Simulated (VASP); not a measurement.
Here is a VASP 6.6.1 calculation.

INCAR

```
PREC = Accurate
ENCUT = 520
EDIFF = 1E-6
ISMEAR = -1
SIGMA = 0.1
LREAL = False
LASPH = True
NELM = 100
ALGO = Normal
ISIF = 2
LWAVE = False
LCHARG = False
GGA = CA
NBANDS = 10
```

KPOINTS

```
regular mesh
0
Gamma
  14 14 7
```

POSCAR

```
Al
1.0
    2.8124550000      0.0000000000      0.0000000000
   -1.4062275000      2.4356574770      0.0000000000
    0.0000000000      0.0000000000      4.8668500000
Al
2
Direct
    0.6666666667      0.3333333333      0.7500000000
    0.3333333333      0.6666666667      0.2500000000
```

Potentials or basis: VASP PAW LDA potentials, release 64 (Al).

Run with:

```sh
$ cat potpaw_LDA.64/Al/POTCAR > POTCAR
$ mpirun -np 1 vasp_std > vasp.out
```

Question: What does it give for the band gap on the k mesh?

Answer: Zero (band 3 reaches 10.17 eV, above the bottom of band 4 at 4.85 eV).

Question: Estimate the pressure.

Answer: -2.9 GPa.

Stress tensor (GPa, compression positive):
```
-2.48  0.00  0.00
 0.00 -2.48  0.00
 0.00  0.00 -3.84
```
